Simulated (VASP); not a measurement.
# Sr (Cmce) in VASP: single point with r2SCAN

Aim: the single point of Sr with r2SCAN.

Everything below comes from runs of VASP 6.6.1. Logs are shortened: lines on timing, memory, paths and dates and some standing lists are left out, and cuts for length are marked.

**1. The cell of the first run**

It takes space group Cmce (No. 64, orthorhombic). The conventional cell has a = 6.571 Å, b = 11.137 Å, c = 6.580 Å, α = 90.00°, β = 90.00°, γ = 90.00°. Within 4.7 Å of Sr (site symmetry m) lie 7 Sr at 3.55 to 4.07 Å.

**2. Single point, r2SCAN**

Contents of POSCAR:

```
Sr
1.0
    3.2856338894     -5.5685401286      0.0000000000
    3.2856338894      5.5685401286      0.0000000000
    0.0000000000      0.0000000000      6.5800086853
Sr
4
Direct
    0.1525000000      0.8475000000      0.0785000000
    0.6525000000      0.3475000000      0.4215000000
    0.8475000000      0.1525000000      0.9215000000
    0.3475000000      0.6525000000      0.5785000000
```

Contents of INCAR.step1:

```
PREC = Accurate
ENCUT = 520
ISMEAR = 0
SIGMA = 0.1
LREAL = F
LASPH = T
NELM = 100
NBANDS = 28
GGA = PE
ALGO = Normal
EDIFF = 1E-4
LWAVE = T
LCHARG = F
```

Contents of INCAR.step2:

```
PREC = Accurate
ENCUT = 520
EDIFF = 1E-6
ISMEAR = 0
SIGMA = 0.1
LREAL = F
LASPH = T
NELM = 100
ALGO = Normal
ISIF = 2
LWAVE = F
LCHARG = T
METAGGA = R2SCAN
LMIXTAU = T
LELF = T
LVHAR = T
NBANDS = 28
ISTART = 1
```

Contents of KPOINTS:

```
regular mesh
0
Gamma
  4 4 4
```

Potentials or basis: VASP PAW PBE potentials, release 64 (Sr_sv).

Launch:

```sh
> cat potpaw_PBE.64/Sr_sv/POTCAR > POTCAR
> cp INCAR.step1 INCAR
> mpirun -np 1 vasp_std > vasp.out
> cp INCAR.step2 INCAR
> mpirun -np 1 vasp_std > vasp.out
```

OUTCAR:

```text
PREC = Accurate
   ENCUT = 520
   EDIFF = 1E-6
   ISMEAR = 0
   LREAL = F
   LASPH = T
   NELM = 100
   ISIF = 2
   METAGGA = R2SCAN
   ISTART = 1

 ion  position               nearest neighbor table
   1  0.153  0.847  0.078-   3 3.55   4 3.94   4 3.94   2 3.99   2 3.99   3 4.07   3 4.07
   2  0.653  0.347  0.422-   4 3.55   3 3.94   3 3.94   1 3.99   1 3.99   4 4.07   4 4.07
   3  0.847  0.153  0.922-   1 3.55   2 3.94   2 3.94   4 3.99   4 3.99   1 4.07   1 4.07
   4  0.347  0.653  0.578-   2 3.55   1 3.94   1 3.94   3 3.99   3 3.99   2 4.07   2 4.07

  LATTYP: Found a base centered orthorhombic cell.
 ALAT       =     6.5712677788
 B/A-ratio  =     1.6948145521
 C/A-ratio  =     1.0013301705

  Lattice vectors:

 A1 = (   3.2856338894,  -5.5685401286,   0.0000000000)
 A2 = (   3.2856338894,   5.5685401286,   0.0000000000)
 A3 = (   0.0000000000,   0.0000000000,   6.5800086853)

Analysis of symmetry for initial positions (statically):
=====================================================================
 Subroutine PRICEL returns:
 Original cell was already a primitive cell.

 Routine SETGRP: Setting up the symmetry group for a
 base centered orthorhombic supercell.

 Subroutine GETGRP returns: Found  8 space group operations
 (whereof  4 operations were pure point group operations)
 out of a pool of  8 trial point group operations.

The static configuration has the point symmetry C_2h.
 The point group associated with its full space group is D_2h.

Analysis of symmetry for dynamics (positions and initial velocities):
=====================================================================
 Subroutine PRICEL returns:
 Original cell was already a primitive cell.

 Routine SETGRP: Setting up the symmetry group for a
 base centered orthorhombic supercell.

 Subroutine GETGRP returns: Found  8 space group operations
 (whereof  4 operations were pure point group operations)
 out of a pool of  8 trial point group operations.

The dynamic configuration has the point symmetry C_2h.
 The point group associated with its full space group is D_2h.

 Subroutine INISYM returns: Found  8 space group operations
 (whereof  4 operations are pure point group operations),
 and found     1 'primitive' translations

----------------------------------------------------------------------------------------

                                     Primitive cell

  volume of cell :     240.7781

  direct lattice vectors                    reciprocal lattice vectors
     3.285633889 -5.568540129  0.000000000     0.152177637 -0.089790140  0.000000000
     3.285633889  5.568540129  0.000000000     0.152177637  0.089790140  0.000000000
     0.000000000  0.000000000  6.580008685     0.000000000  0.000000000  0.151975483

  length of vectors
     6.465603546  6.465603546  6.580008685     0.176692678  0.176692678  0.151975483

  position of ions in fractional coordinates (direct lattice)
     0.152500000  0.847500000  0.078500000
     0.652500000  0.347500000  0.421500000
     0.847500000  0.152500000  0.921500000
     0.347500000  0.652500000  0.578500000

  ion indices of the primitive-cell ions
   primitive index   ion index
                 1           1
                 2           2
                 3           3
                 4           4

----------------------------------------------------------------------------------------

 KPOINTS: regular mesh

Automatic generation of k-mesh.
 Grid dimensions read from file:
 generate k-points for:    4    4    4

 Generating k-lattice:

  Cartesian coordinates                     Fractional coordinates (reciprocal lattice)
     0.038044409 -0.022447535  0.000000000     0.250000000  0.000000000  0.000000000
     0.038044409  0.022447535  0.000000000     0.000000000  0.250000000  0.000000000
     0.000000000  0.000000000  0.037993871     0.000000000  0.000000000  0.250000000

  Length of vectors
     0.044173169  0.044173169  0.037993871

  Shift w.r.t. Gamma in fractional coordinates (k-lattice)
     0.000000000  0.000000000  0.000000000

 Subroutine IBZKPT returns following result:
 ===========================================

 Found     21 irreducible k-points:

 Following reciprocal coordinates:
            Coordinates               Weight
  0.000000  0.000000  0.000000      1.000000
  0.250000  0.000000  0.000000      4.000000
  0.500000  0.000000  0.000000      2.000000
  0.250000  0.250000  0.000000      2.000000
  0.500000  0.250000  0.000000      4.000000
 -0.250000  0.250000  0.000000      2.000000
[... 13 lines left out ...]
 -0.250000  0.250000  0.500000      2.000000
  0.500000  0.500000  0.500000      1.000000
   k-points           NKPTS =     21   k-points in BZ     NKDIM =     21   number of bands    NBANDS=     28
   number of dos      NEDOS =    301   number of ions     NIONS =      4
   total plane-waves  NPLWV = 115200
   dimension x,y,z NGX =    48 NGY =   48 NGZ =   50
   dimension x,y,z NGXF=    96 NGYF=   96 NGZF=  100
   ions per type =               4
   NGX,Y,Z   is equivalent  to a cutoff of  12.34, 12.34, 12.63 a.u.
   NGXF,Y,Z  is equivalent  to a cutoff of  24.68, 24.68, 25.27 a.u.
 SYSTEM =  unknown system
   PREC   = accura    normal or accurate (medium, high low for compatibility)
   ISTART =      1    job   : 0-new  1-cont  2-samecut
   ICHARG =      0    charge: 1-file 2-atom 10-const
   ISPIN  =      1    spin polarized calculation?
   LNONCOLLINEAR =      F non collinear calculations
   LSORBIT =      F    spin-orbit coupling
   LASPH  =      T    aspherical Exc in radial PAW
   ENCUT  =  520.0 eV  38.22 Ry    6.18 a.u.  12.02 12.02 12.23*2*pi/ulx,y,z
   NELM   =    100;   NELMIN=  2; NELMDL=  0     # of ELM steps
   EDIFF  = 0.1E-05   stopping-criterion for ELM
   LREAL  =      F    real-space projection
   EDIFFG = 0.1E-04   stopping-criterion for IOM
   NSW    =      0    number of steps for IOM
   IBRION =     -1    ionic relax: 0-MD 1-quasi-New 2-CG
   NFREE  =      0    steps in history (QN), initial steepest desc. (CG)
   ISIF   =      2    stress and relaxation
   ISYM   =      2    0-nonsym 1-usesym 2-fastsym
   POTIM  = 0.5000    time-step for ionic-motion
   TEBEG  =    0.0;   TEEND  =   0.0 temperature during run
   PSTRESS=    0.0 pullay stress
   NELECT =      40.0000    total number of electrons
   NUPDOWN=      -1.0000    fix difference up-down
   EMIN   =  10.00;   EMAX   =-10.00  energy-range for DOS
   EFERMI =   0.00;   METHOD = LEGACY
   ISMEAR =     0;   SIGMA  =   0.10  broadening in eV -4-tet -1-fermi 0-gaus
   EFERMI_NEDOS =   21; number of points for ismear=-14 and -15
   IALGO  =     38    algorithm
   IMIX   =      4    mixing-type and parameters
     AMIX     =   0.40;   BMIX     =  1.00
     AMIX_MAG =   1.60;   BMIX_MAG =  1.00
  volume/ion in A,a.u.               =      60.19       406.21
  Fermi-wavevector in a.u.,A,eV,Ry     =   0.899959  1.700675 11.019704  0.809925
  Thomas-Fermi vector in A             =   2.022857
   LORBIT       =      0    0 simple, 1 ext, 2 COOP (PROOUT), +10 PAW based schemes
   METAGGA = R2SCAN    functional components
   LHFCALC =     F    Hartree Fock is set to
   AEXX    =    0.0000 exact exchange contribution
   IVDW    =     0    specifies the selected vdW correction
   LEPSILON=     F    determine dielectric tensor
   LRPA    =     F    only Hartree local field effects (RPA)
 non-spin polarized calculation
 Gauss-broadening in eV      SIGMA  =   0.10
  energy-cutoff  :      520.00
  volume of cell :      240.78
 maximum number of plane-waves:      6512
   NGX = 25   NGY = 25   NGZ = 25

 number of electron      40.0000000 magnetization

 Free energy of the ion-electron system (eV)
  ---------------------------------------------------
  ext. energy  EPLUGINS =         0.00000000
  ---------------------------------------------------
  free energy    TOTEN  =       -58.03217977 eV

  energy without entropy =      -57.99326533  energy(sigma->0) =      -58.01272255

 E-fermi :   1.2026     XC(G=0):  -7.4692

 val. band max:        1.1805603249   @ k =   0.2500   0.2500   0.2500
 cond. band min:       1.2136015787   @ k =  -0.2500   0.2500   0.5000
 fundamental gap:      0.0330412538
 Fermi energy:         1.2026450213

 k-point     1 :       0.0000    0.0000    0.0000
  band No.  band energies     occupation
      1     -37.1421      2.00000
      2     -37.1158      2.00000
      3     -37.0957      2.00000
      4     -37.0941      2.00000
      5     -18.7292      2.00000
      6     -18.6626      2.00000
[... 20 lines left out ...]
     27       2.6779      0.00000
     28       3.2482      0.00000

 k-point     2 :       0.2500    0.0000    0.0000
  band No.  band energies     occupation
      1     -37.1372      2.00000
      2     -37.1176      2.00000
      3     -37.0975      2.00000
      4     -37.0954      2.00000
      5     -18.7195      2.00000
      6     -18.6697      2.00000
[... 20 lines left out ...]
     27       2.7428      0.00000
     28       3.1000      0.00000

 k-point     3 :       0.5000    0.0000    0.0000
  band No.  band energies     occupation
      1     -37.1261      2.00000
      2     -37.1261      2.00000
      3     -37.0978      2.00000
      4     -37.0978      2.00000
      5     -18.6941      2.00000
      6     -18.6941      2.00000
[... 20 lines left out ...]
     27       2.7843      0.00000
     28       2.7843      0.00000

 k-point     4 :       0.2500    0.2500    0.0000
  band No.  band energies     occupation
      1     -37.1312      2.00000
      2     -37.1173      2.00000
      3     -37.1066      2.00000
      4     -37.0926      2.00000
      5     -18.7129      2.00000
      6     -18.6712      2.00000
[... 485 lines left out ...]
     27       2.9100      0.00000
     28       2.9100      0.00000

 k-point    20 :      -0.2500    0.2500    0.5000
  band No.  band energies     occupation
      1     -37.1265      2.00000
      2     -37.1265      2.00000
      3     -37.0974      2.00000
      4     -37.0974      2.00000
      5     -18.6991      2.00000
      6     -18.6991      2.00000
[... 20 lines left out ...]
     27       2.5966      0.00000
     28       2.5966      0.00000

 k-point    21 :       0.5000    0.5000    0.5000
  band No.  band energies     occupation
      1     -37.1217      2.00000
      2     -37.1217      2.00000
      3     -37.1022      2.00000
      4     -37.1022      2.00000
      5     -18.6912      2.00000
      6     -18.6912      2.00000
[... 20 lines left out ...]
     27       2.6940      0.00000
     28       2.6940      0.00000

------------------------ aborting loop because EDIFF is reached ----------------------------------------

  FORCE on cell =-STRESS in cart. coord.  units (eV):
  Direction    XX          YY          ZZ          XY          YZ          ZX
  --------------------------------------------------------------------------------------
  -------------------------------------------------------------------------------------
  Total        1.0062672      3.7926495      0.3071883      0.0000000      0.0000000      0.0000000
  in kB        6.6958685     25.2369174      2.0440820      0.0000000      0.0000000      0.0000000
  external PRESSURE =      11.3256227 kB  Pullay stress =       0.0000000 kB

 VOLUME and BASIS-vectors are now :
 -----------------------------------------------------------------------------
  energy-cutoff  :      520.00
  volume of cell :      240.78
      direct lattice vectors                 reciprocal lattice vectors
     3.285633889 -5.568540129  0.000000000     0.152177637 -0.089790140  0.000000000
     3.285633889  5.568540129  0.000000000     0.152177637  0.089790140  0.000000000
     0.000000000  0.000000000  6.580008685     0.000000000  0.000000000  0.151975483

 POSITION                                       TOTAL-FORCE (eV/Angst)
 -----------------------------------------------------------------------------------
      3.28563      3.87014      0.51653         0.000000     -0.121719     -0.041397
      3.28563     -1.69840      2.77347         0.000000     -0.121719      0.041397
      3.28563     -3.87014      6.06348         0.000000      0.121719      0.041397
      3.28563      1.69840      3.80654         0.000000      0.121719     -0.041397
 -----------------------------------------------------------------------------------
    total drift:                                0.000000     -0.000000     -0.000000

  FREE ENERGIE OF THE ION-ELECTRON SYSTEM (eV)
  ---------------------------------------------------
  free  energy   TOTEN  =       -58.0321797659 eV

  energy  without entropy=      -57.9932653315  energy(sigma->0) =      -58.01272255
```

It took 7.4 min on 1 thread of Intel Xeon Platinum 8488C (Sapphire Rapids), shared host; peak memory 0.42 GiB.

What came out:

```
Free energy            : -58.0322 eV
Pressure               : 1.1 GPa
Largest force          : 0.129 eV/Å
Band gap on the k mesh : zero (bands 20 and 21 overlap by 0.68 eV)
```

Forces in eV/Å, atoms in the order of the input:
```
Sr   0.000 -0.122 -0.041
Sr   0.000 -0.122  0.041
Sr   0.000  0.122  0.041
Sr   0.000  0.122 -0.041
```

Stress tensor (GPa, compression positive):
```
0.67 0.00 0.00
0.00 2.52 0.00
0.00 0.00 0.20
```

Caveat: the PAW data sets were made with another functional, which shifts forces and pressure a little.
